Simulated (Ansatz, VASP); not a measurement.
**Two plane-wave programs on SiC5**

File POSCAR:

```
SiC5
1.0
    2.7247302423      0.0000000000      0.0000000000
   -1.3623651212      2.3596856083      0.0000000000
    0.0000000000      0.0000000000      6.7451248089
C Si
5 1
Direct
    0.0000000000      0.0000000000     -0.0279056134
    0.6666666667      0.3333333333      0.6696755148
    0.3333333333      0.6666666667      0.3656409587
    0.6666666667      0.3333333333      0.8962861346
    0.3333333333      0.6666666667      0.5929510660
    0.0000000000      0.0000000000      0.2533519394
```

Contents of INCAR.step1:

```
SYSTEM = SiC5
PREC = Accurate
ENCUT = 910
ISMEAR = 0
SIGMA = 0.01
LREAL = .FALSE.
LASPH = .TRUE.
NELM = 120
NBANDS = 21
GGA = PE
ALGO = Normal
EDIFF = 1E-5
LWAVE = .TRUE.
LCHARG = .FALSE.
GGA_COMPAT = .FALSE.
```

File INCAR.step2:

```
SYSTEM = SiC5
PREC = Accurate
ENCUT = 910
EDIFF = 1E-6
ISMEAR = 0
SIGMA = 0.01
LREAL = .FALSE.
LASPH = .TRUE.
NELM = 120
ALGO = Normal
ISIF = 2
LWAVE = .FALSE.
LCHARG = .TRUE.
METAGGA = R2SCAN
LMIXTAU = .TRUE.
LELF = .TRUE.
LVHAR = .TRUE.
NBANDS = 21
ISTART = 1
GGA_COMPAT = .FALSE.
```

KPOINTS

```
regular mesh
0
G
  12 12 4
  0 0 0
```

Input for Ansatz:

```yaml
crystal:
  lattice:
    - [2.7247302423, 0.0, 0.0]
    - [-1.3623651212, 2.3596856083, 0.0]
    - [0.0, 0.0, 6.7451248089]
  atoms:
    - { symbol: C, position: [0.0, 0.0, -0.0279056134] }
    - { symbol: C, position: [0.6666666667, 0.3333333333, 0.6696755148] }
    - { symbol: C, position: [0.3333333333, 0.6666666667, 0.3656409587] }
    - { symbol: C, position: [0.6666666667, 0.3333333333, 0.8962861346] }
    - { symbol: C, position: [0.3333333333, 0.6666666667, 0.592951066] }
    - { symbol: Si, position: [0.0, 0.0, 0.2533519394] }
kpoints:
  mp_grid: { grid: [12, 12, 4] }
  band_path:
    path:
      - [0.0, 0.0, 0.0]
      - [0.5, 0.0, 0.0]
      - [0.3333333333, 0.3333333333, 0.0]
      - [0.0, 0.0, 0.5]
      - [0.5, 0.0, 0.5]
      - [0.3333333333, 0.3333333333, 0.5]
      - [0.0, 0.5, 0.0]
      - [0.0, 0.25, -0.5]
    npoints: 1
hamiltonian:
  xc: r2scan
scf:
  occupations: { method: fixed }
  n_extra_bands: 5
output:
  forces: true
  stress: true
  eigenvalues: true
```

Alike in both runs: task single point; functional r2SCAN; k mesh 12 × 12 × 4; no spin polarisation.

```csv
,VASP,Ansatz
version,VASP 6.6.1,Ansatz 0.2.0
potentials or method,"VASP PAW PBE potentials, release 64 (C_h, Si)","plane waves, PAW"
plane-wave cutoff (eV),910,500
occupations,"gaussian, width 0.01 eV",fixed
valence electrons in the cell,24,24
```

```tsv
	VASP	Ansatz	Ansatz less VASP
gap on the k mesh at the Fermi level (eV)	1.68	1.67	-0.010
rms of the force components (eV/Å)	0.019	0.001	-0.0186
```

VASP's potentials were made for PBE, not for r2SCAN. Atom by atom the forces differ by 0.019 eV/Å (rms over components).

Noted on VASP's run: the cutoff is short for stress, so the pressure is rough.
